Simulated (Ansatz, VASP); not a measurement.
**Two plane-wave programs on Al2P3**

```xyz
5
Lattice="4.6367 0.0000 0.0000 0.0000 3.9304 2.6832 0.0000 -3.9304 2.6832" Properties=species:S:1:pos:R:3 pbc="T T T"
Al    2.3184   -3.0409    3.0031
Al    2.3184    3.0409    3.0031
P     2.3184    0.8881    3.0936
P     2.3184   -0.8881    3.0936
P     0.0000    0.0000    3.1893
```

Alike in both runs: task single point; functional PBE; k mesh 4 × 4 × 4; occupations gaussian, width 0.1 eV; no spin polarisation.

```csv
,VASP,Ansatz
version,VASP 6.6.1,Ansatz 0.2.0
potentials or method,"VASP PAW PBE potentials, release 64 (Al, P), cutoff 520 eV","scalar-relativistic, plane waves, PAW"
valence electrons in the cell,21,21
```

|  | VASP | Ansatz | Ansatz less VASP |
| --- | --- | --- | --- |
| gap on the k mesh at the Fermi level (eV) | none | none | - |
| rms of the force components (eV/Å) | 6.217 | 6.272 | +0.0555 |

Atom by atom the forces differ by 0.091 eV/Å (rms over components). A gap of «none» marks a metal or a gap that the smearing closes. With one functional, cell and mesh, what is left measures potentials, basis and numerics.
